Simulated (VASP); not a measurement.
# Li7ZnCl9 in VASP: notebook, part 2 of 2

VASP 6.6.1. The steps go on from the part before.

### 4 Single point, PBE

INCAR reads:

```
ALGO = Normal ; EDIFF = 1E-6
ENCUT = 520 ; GGA = PE
ISIF = 2 ; ISMEAR = -1
ISYM = 0 ; LASPH = True
LCHARG = False ; LREAL = Auto
LWAVE = False ; NBANDS = 62
NELM = 60 ; PREC = Accurate
SIGMA = 0.0552
```

KPOINTS reads:

```
k-points
0
Gamma
  1 1 1
```

POSCAR reads:

```
Li7ZnCl9
1.0
    7.3415680000      0.2514770000      0.2701260000
    0.2514770000      7.2254430000      0.1537620000
    0.2701260000      0.1537620000      6.8830560000
Li Cl Zn
7 9 1
Direct
    0.6231096023      0.8400351210      0.5842235506
    0.8882683131      0.3955215815      0.8960751510
    0.9549800869      0.3849320642      0.3120587897
    0.4412402347      0.5334562095      0.2244169228
    0.3860947778      0.8813415119     -0.0522873955
    0.9471860454      0.7749693330      0.0781386331
    0.4559009279      0.3611100388      0.7067311822
    0.1142518849      0.8721945000      0.7859005106
    0.9934830902      0.1104117306      0.1657053579
    0.1373719195      0.4835298062     -0.0019506215
    0.4232051555      0.8698152530      0.3008227379
    0.1823858763      0.2704311323      0.5657081391
    0.6283091198      0.6387661756      0.8613123889
    0.9566210847      0.7130962918      0.4051403419
    0.6259067058      0.3514525686      0.3726561683
    0.6151173996      0.1141252544      0.7989009053
    0.1522966491     -0.0257012514      0.4322577924
```

Potentials or basis: VASP PAW PBE potentials, release 64 (Li_sv, Cl, Zn).

Run with:

```console
cat potpaw_PBE.64/Li_sv/POTCAR potpaw_PBE.64/Cl/POTCAR potpaw_PBE.64/Zn/POTCAR > POTCAR
mpirun -np 1 vasp_gam > vasp.out
```

OUTCAR:

```text
EDIFF = 1E-6
   ENCUT = 520
   GGA = PE
   ISIF = 2
   ISMEAR = -1
   ISYM = 0
   LASPH = True
   LREAL = Auto
   NELM = 60
   PREC = Accurate

 ion  position               nearest neighbor table
   1  0.623  0.840  0.584-  13 2.35  16 2.52  11 2.53
   2  0.888  0.396  0.896-  10 2.16  13 2.52
   3  0.955  0.385  0.312-   9 2.26  15 2.45  14 2.49  10 2.56  12 2.58
   4  0.441  0.533  0.224-  15 2.11  11 2.50
   5  0.386  0.881  0.948-   8 2.37  11 2.47  13 2.47  16 2.59
   6  0.947  0.775  0.078-  14 2.28   8 2.38  10 2.51   9 2.58
   7  0.456  0.361  0.707-  16 2.16  12 2.44  15 2.54
   8  0.114  0.872  0.786-   5 2.37   6 2.38  17 2.51
   9  0.993  0.110  0.166-   3 2.26  17 2.39   6 2.58
  10  0.137  0.484  0.998-   2 2.16   6 2.51   3 2.56
  11  0.423  0.870  0.301-  17 2.22   5 2.47   4 2.50   1 2.53
  12  0.182  0.270  0.566-  17 2.40   7 2.44   3 2.58
  13  0.628  0.639  0.861-   1 2.35   5 2.47   2 2.52
  14  0.957  0.713  0.405-   6 2.28  17 2.47   3 2.49
  15  0.626  0.351  0.373-   4 2.11   3 2.45   7 2.54
  16  0.615  0.114  0.799-   7 2.16   1 2.52   5 2.59
  17  0.152  0.974  0.432-  11 2.22   9 2.39  12 2.40  14 2.47   8 2.51

IMPORTANT INFORMATION: All symmetrisations will be switched off!
NOSYMM: (Re-)initialisation of all symmetry stuff for point group C_1.

----------------------------------------------------------------------------------------

                                     Primitive cell

  volume of cell :     364.0039

  direct lattice vectors                    reciprocal lattice vectors
     7.341568000  0.251477000  0.270126000     0.136563041 -0.004641145 -0.005255746
     0.251477000  7.225443000  0.153762000    -0.004641145  0.138623375 -0.002914594
     0.270126000  0.153762000  6.883056000    -0.005255746 -0.002914594  0.145555676

  length of vectors
     7.350838689  7.231452826  6.890070443     0.136742924  0.138731666  0.145679691

  position of ions in fractional coordinates (direct lattice)
     0.623109602  0.840035121  0.584223551
     0.888268313  0.395521581  0.896075151
     0.954980087  0.384932064  0.312058790
     0.441240235  0.533456210  0.224416923
     0.386094778  0.881341512  0.947712604
     0.947186045  0.774969333  0.078138633
[... 9 lines left out ...]
     0.615117400  0.114125254  0.798900905
     0.152296649  0.974298749  0.432257792

  ion indices of the primitive-cell ions
   primitive index   ion index
                 1           1
                 2           2
                 3           3
                 4           4
                 5           5
                 6           6
[... 9 lines left out ...]
                16          16
                17          17

----------------------------------------------------------------------------------------

 KPOINTS: k-points

Automatic generation of k-mesh.
 Grid dimensions read from file:
 generate k-points for:    1    1    1

 Generating k-lattice:

  Cartesian coordinates                     Fractional coordinates (reciprocal lattice)
     0.136563041 -0.004641145 -0.005255746     1.000000000  0.000000000  0.000000000
    -0.004641145  0.138623375 -0.002914594    -0.000000000  1.000000000  0.000000000
    -0.005255746 -0.002914594  0.145555676    -0.000000000  0.000000000  1.000000000

  Length of vectors
     0.136742924  0.138731666  0.145679691

  Shift w.r.t. Gamma in fractional coordinates (k-lattice)
     0.000000000  0.000000000  0.000000000

 Subroutine IBZKPT returns following result:
 ===========================================

 Found      1 irreducible k-points:

 Following reciprocal coordinates:
            Coordinates               Weight
  0.000000  0.000000  0.000000      1.000000
   k-points           NKPTS =      1   k-points in BZ     NKDIM =      1   number of bands    NBANDS=     62
   number of dos      NEDOS =    301   number of ions     NIONS =     17
   total plane-waves  NPLWV = 163296
   dimension x,y,z NGX =    56 NGY =   54 NGZ =   54
   dimension x,y,z NGXF=   112 NGYF=  108 NGZF=  108
   ions per type =               7   9   1
   NGX,Y,Z   is equivalent  to a cutoff of  12.66, 12.41, 13.03 a.u.
   NGXF,Y,Z  is equivalent  to a cutoff of  25.33, 24.83, 26.06 a.u.
 SYSTEM =  unknown system
   PREC   = accura    normal or accurate (medium, high low for compatibility)
   ISTART =      0    job   : 0-new  1-cont  2-samecut
   ICHARG =      2    charge: 1-file 2-atom 10-const
   ISPIN  =      1    spin polarized calculation?
   LNONCOLLINEAR =      F non collinear calculations
   LSORBIT =      F    spin-orbit coupling
   LASPH  =      T    aspherical Exc in radial PAW
   ENCUT  =  520.0 eV  38.22 Ry    6.18 a.u.  13.67 13.45 12.81*2*pi/ulx,y,z
   NELM   =     60;   NELMIN=  2; NELMDL= -5     # of ELM steps
   EDIFF  = 0.1E-05   stopping-criterion for ELM
   LREAL  =      T    real-space projection
   EDIFFG = 0.1E-04   stopping-criterion for IOM
   NSW    =      0    number of steps for IOM
   IBRION =     -1    ionic relax: 0-MD 1-quasi-New 2-CG
   NFREE  =      0    steps in history (QN), initial steepest desc. (CG)
   ISIF   =      2    stress and relaxation
   ISYM   =      0    0-nonsym 1-usesym 2-fastsym
   POTIM  = 0.5000    time-step for ionic-motion
   TEBEG  =    0.0;   TEEND  =   0.0 temperature during run
   PSTRESS=    0.0 pullay stress
   NELECT =      96.0000    total number of electrons
   NUPDOWN=      -1.0000    fix difference up-down
   EMIN   =  10.00;   EMAX   =-10.00  energy-range for DOS
   EFERMI =   0.00;   METHOD = LEGACY
   ISMEAR =    -1;   SIGMA  =   0.06  broadening in eV -4-tet -1-fermi 0-gaus
   EFERMI_NEDOS =   21; number of points for ismear=-14 and -15
   IALGO  =     38    algorithm
   IMIX   =      4    mixing-type and parameters
     AMIX     =   0.40;   BMIX     =  1.00
     AMIX_MAG =   1.60;   BMIX_MAG =  1.00
  volume/ion in A,a.u.               =      21.41       144.50
  Fermi-wavevector in a.u.,A,eV,Ry     =   1.049856  1.983941 14.996319  1.102198
  Thomas-Fermi vector in A             =   2.184836
   LORBIT       =      0    0 simple, 1 ext, 2 COOP (PROOUT), +10 PAW based schemes
   GGA     = PE    functional components
   LHFCALC =     F    Hartree Fock is set to
   AEXX    =    0.0000 exact exchange contribution
   IVDW    =     0    specifies the selected vdW correction
   LEPSILON=     F    determine dielectric tensor
   LRPA    =     F    only Hartree local field effects (RPA)
 non-spin polarized calculation
  energy-cutoff  :      520.00
  volume of cell :      364.00
 maximum number of plane-waves:      4901
 NGX is ok and might be reduce to    54
   NGX = 27   NGY = 27   NGZ = 25

 number of electron      95.9999992 magnetization

 Free energy of the ion-electron system (eV)
  ---------------------------------------------------
  ext. energy  EPLUGINS =         0.00000000
  ---------------------------------------------------
  free energy    TOTEN  =       -56.57704084 eV

  energy without entropy =      -56.57704084  energy(sigma->0) =      -56.57704084

 E-fermi :   1.4110     XC(G=0):  -7.8081

 val. band max:        0.0826034993   @ k =   0.0000   0.0000   0.0000
 cond. band min:       3.8842416353   @ k =   0.0000   0.0000   0.0000
 fundamental gap:      3.8016381359
 Fermi energy:         1.4110289436

 k-point     1 :       0.0000    0.0000    0.0000
  band No.  band energies     occupation
      1     -45.0537      2.00000
      2     -45.0035      2.00000
      3     -44.7687      2.00000
      4     -44.6864      2.00000
      5     -44.3995      2.00000
      6     -44.1749      2.00000
[... 52 lines left out ...]
     59       7.7347      0.00000
     60       7.8022      0.00000
 [bands above 60 left out]

------------------------ aborting loop because EDIFF is reached ----------------------------------------

  FORCE on cell =-STRESS in cart. coord.  units (eV):
  Direction    XX          YY          ZZ          XY          YZ          ZX
  --------------------------------------------------------------------------------------
  -------------------------------------------------------------------------------------
  Total       -0.3314263      7.4019723      2.0102320     -1.0773258     -2.4797238     -0.4750508
  in kB       -1.4587856     32.5800649      8.8481131     -4.7418908    -10.9145993     -2.0909545
  external PRESSURE =      13.3231308 kB  Pullay stress =       0.0000000 kB

 VOLUME and BASIS-vectors are now :
 -----------------------------------------------------------------------------
  energy-cutoff  :      520.00
  volume of cell :      364.00
      direct lattice vectors                 reciprocal lattice vectors
     7.341568000  0.251477000  0.270126000     0.136563041 -0.004641145 -0.005255746
     0.251477000  7.225443000  0.153762000    -0.004641145  0.138623375 -0.002914594
     0.270126000  0.153762000  6.883056000    -0.005255746 -0.002914594  0.145555676

 POSITION                                       TOTAL-FORCE (eV/Angst)
 -----------------------------------------------------------------------------------
      4.94366      6.31615      4.31873         0.462037      0.326065     -0.096765
      6.86280      3.21898      6.46850        -0.354464     -0.540331     -0.468130
      7.19215      3.06944      2.46507         0.143151      0.163771      0.366469
      3.43417      3.99993      1.74589        -0.521988      0.212129     -0.412830
      3.31218      6.61090      6.76297         0.047818      0.421287     -0.172087
      7.16983      5.84971      0.91285         0.130336      0.279983     -0.316498
[... 9 lines left out ...]
      4.76043      1.10213      5.68259        -0.005465     -0.752404      0.275593
      1.47987      7.14450      3.16620        -0.942512      0.483872      0.800612
 -----------------------------------------------------------------------------------
    total drift:                                0.003053     -0.002240     -0.002665

  FREE ENERGIE OF THE ION-ELECTRON SYSTEM (eV)
  ---------------------------------------------------
  free  energy   TOTEN  =       -56.5770408423 eV

  energy  without entropy=      -56.5770408422  energy(sigma->0) =      -56.57704084
```

Run time: 27 s. Hardware: 1 thread of AMD EPYC 9R45 (Zen 5), shared host; peak memory 0.33 GiB.

What came out:

- Free energy: -56.5770 eV
- Largest force: 1.328 eV/Å
- Band gap on the k mesh: 3.80 eV

Forces on the atoms (eV/Å):
```
Li   0.462  0.326 -0.097
Li  -0.354 -0.540 -0.468
Li   0.143  0.164  0.366
Li  -0.522  0.212 -0.413
Li   0.048  0.421 -0.172
Li   0.130  0.280 -0.316
Li  -0.246  0.176 -0.311
Cl   0.504  0.186 -0.472
Cl  -0.126 -0.641  0.139
Cl   0.618  0.370  0.762
Cl   0.727 -0.482 -0.265
Cl  -0.233  0.161 -0.366
Cl  -0.102 -0.417  0.280
Cl  -0.502 -0.236  0.163
Cl   0.402  0.289  0.096
Cl  -0.005 -0.752  0.276
Zn  -0.943  0.484  0.801
```

Caveat: the k points lie up to 0.92 Å⁻¹ apart; the cutoff is under 1.25 times the usual one of these potentials, so pressure, stress and relaxed cells hold a basis-set (Pulay) error.

### 5 Single point, PBE

INCAR reads:

```
SYSTEM = Li7ZnCl9
  PREC = Accurate
  ENCUT = 520
  EDIFF = 1E-6
  ISMEAR = -1
  SIGMA = 0.0552
  LREAL = Auto
  LASPH = .TRUE.
  NELM = 100
  ALGO = Normal
  ISIF = 2
  LWAVE = .FALSE.
  LCHARG = .FALSE.
  GGA = PE
  NBANDS = 62
  ISYM = 0
```

KPOINTS reads:

```
Automatic mesh
0
G
  1 1 1
  0 0 0
```

POSCAR reads:

```
Li7ZnCl9
1.0
    7.3415680000      0.2514770000      0.2701260000
    0.2514770000      7.2254430000      0.1537620000
    0.2701260000      0.1537620000      6.8830560000
Li Cl Zn
7 9 1
Direct
    0.6501162252      0.8993875841      0.4604193357
    0.9924319883      0.2303152831      0.8243859382
    0.9340981410      0.4528059058      0.3191981097
    0.4656283415      0.4623559243      0.0698599440
    0.3880626354      0.9231875264     -0.0241911395
    0.8858591088      0.7610566029     -0.0845091429
    0.5037485466      0.3899549531      0.6373066217
    0.1556280428      0.8697761909      0.7628011878
    0.9470528233      0.0748284931      0.1371014024
    0.1119848646      0.4779851081      0.0154344277
    0.4056975499      0.8613903164      0.2891206240
    0.1767800603      0.2896496575      0.5103653085
    0.6082367063      0.6264732636      0.8407122751
    0.9115329751      0.7536069110      0.3983210565
    0.6327456639      0.4456293122      0.3354588558
    0.6288700436      0.0994347837      0.7551559307
    0.1278451776     -0.0140053812      0.4182565403
```

Run with:

```console
cat potpaw_PBE.64/Li_sv/POTCAR potpaw_PBE.64/Cl/POTCAR potpaw_PBE.64/Zn/POTCAR > POTCAR
mpirun -np 1 vasp_gam > vasp.out
```

Wall time 27 s (1 thread of AMD EPYC 9R45 (Zen 5), shared host); peak memory 0.33 GiB.

Results (log left out):

```
Free energy            : -56.9912 eV
Largest force          : 1.195 eV/Å
Band gap on the k mesh : 3.80 eV
```

Forces in eV/Å, atoms in the order of the input:
```
Li  -0.267  0.345  0.390
Li   0.165 -0.007  0.286
Li   0.478 -0.327 -0.253
Li  -0.453 -0.040  0.494
Li   0.095 -0.040 -0.828
Li   0.216 -0.079  0.161
Li  -0.015 -0.074 -0.102
Cl   0.145  0.384 -0.454
Cl  -0.014  0.674 -0.185
Cl   0.241  0.019 -0.196
Cl  -0.125  0.108 -0.012
Cl  -0.242 -0.114  0.184
Cl  -0.008  0.218 -0.199
Cl   0.541 -0.590  0.887
Cl  -0.433 -0.556 -0.074
Cl  -0.047  0.143 -0.106
Zn  -0.277 -0.062  0.007
```

Levels at points of the mesh, in eV from the valence-band top:
```
           k point  band 46  band 47  band 48  band 49  band 50  band 51
(0.00, 0.00, 0.00)    -0.51    -0.33     0.00     3.80     5.20     6.04
```

Caveat: the k points lie up to 0.92 Å⁻¹ apart; the cutoff is under 1.25 times the usual one of these potentials, so pressure, stress and relaxed cells hold a basis-set (Pulay) error.

### 6 Single point, PBE

INCAR reads:

```
ALGO = Normal ; EDIFF = 1E-6
ENCUT = 520 ; GGA = PE
ISIF = 2 ; ISMEAR = -1
ISYM = 0 ; LASPH = T
LCHARG = F ; LREAL = Auto
LWAVE = F ; NBANDS = 62
NELM = 100 ; PREC = Accurate
SIGMA = 0.05
```

KPOINTS reads:

```
k-points
0
Gamma
  1 1 1
```

POSCAR reads:

```
Li7ZnCl9
1.0
    7.3415680000      0.2514770000      0.2701260000
    0.2514770000      7.2254430000      0.1537620000
    0.2701260000      0.1537620000      6.8830560000
Li Cl Zn
7 9 1
Direct
    0.6779500305      1.0179401986      0.3594404214
    1.0608030881      0.2131088547      0.8533092657
    0.9641874720      0.4370475317      0.3126715215
    0.4146633555      0.5907340694      0.1624676880
    0.4178612581      0.8828232272      0.8471247575
    0.8867953260      0.7219419201      0.9412090055
    0.4961636060      0.3950964134      0.6950589237
    0.1251898856      0.8849603952      0.7616103482
    0.9346377960      0.1049747483      0.1686114283
    0.1359430295      0.4800293129      0.0142884187
    0.4129621154      0.8794108653      0.2569909677
    0.1840047603      0.2982363841      0.5639107262
    0.6082235851      0.6169292754      0.8857483822
    0.8745921795      0.7442730414      0.4445425116
    0.6184858284      0.4331858266      0.3592470231
    0.6145483447      0.0906795535      0.7668818101
    0.1028216908      0.9652348184      0.4175059380
```

Potentials or basis: VASP PAW PBE potentials, release 64 (Li_sv, Cl, Zn).

Run with:

```console
cat potpaw_PBE.64/Li_sv/POTCAR potpaw_PBE.64/Cl/POTCAR potpaw_PBE.64/Zn/POTCAR > POTCAR
mpirun -np 1 vasp_gam > vasp.out
```

Run time: 28 s. Hardware: 1 thread of AMD EPYC 9R45 (Zen 5), shared host; peak memory 0.33 GiB.

Results (log left out):

```
Free energy            : -57.4423 eV
Largest force          : 1.221 eV/Å
Band gap on the k mesh : 3.58 eV
```

Forces on the atoms (eV/Å):
```
Li  -0.312  0.152  0.350
Li  -0.134 -0.060  0.237
Li  -0.209 -0.081  0.242
Li   0.028 -0.679  0.044
Li   0.187 -0.056  0.112
Li   0.183 -0.044 -0.145
Li   0.085 -0.265 -0.363
Cl   0.101  0.125  0.015
Cl   0.145  0.180  0.033
Cl   0.057  0.414  0.322
Cl  -0.930  0.734  0.295
Cl  -0.216 -0.147 -0.892
Cl  -0.089  0.006 -0.164
Cl   0.473  0.090 -0.149
Cl  -0.079 -0.665  0.201
Cl   0.257  0.414 -0.326
Zn   0.453 -0.118  0.190
```

Levels at points of the mesh, in eV from the valence-band top:
```tsv
k point	band 45	band 46	band 47	band 48	band 49	band 50	band 51	band 52
(0.00, 0.00, 0.00)	-0.60	-0.48	-0.30	0.00	3.58	5.67	5.95	6.72
```

Caveat: the k points lie up to 0.92 Å⁻¹ apart; the cutoff is under 1.25 times the usual one of these potentials, so pressure, stress and relaxed cells hold a basis-set (Pulay) error.

### 7 The runs side by side

```csv
smearing,gap on the mesh (eV),largest force (eV/Å)
fermi-dirac 0.0991 eV,3.11,2.37
fermi-dirac 0.0552 eV,3.80,1.19
fermi-dirac 0.05 eV,3.58,1.22
```

Alike in all rows: task single point; level PBE; potentials or basis VASP PAW PBE potentials, release 64 (Li_sv, Cl, Zn); no spin polarisation; cell as given; k mesh 1 × 1 × 1; cutoff (eV) 520.

Caveats: all runs use coarse meshes; the cutoff is under 1.25 times the usual one of these potentials, so pressure, stress and relaxed cells hold a basis-set (Pulay) error.

Total energies depend on the potentials used, so only differences within one code and one set of settings carry meaning.
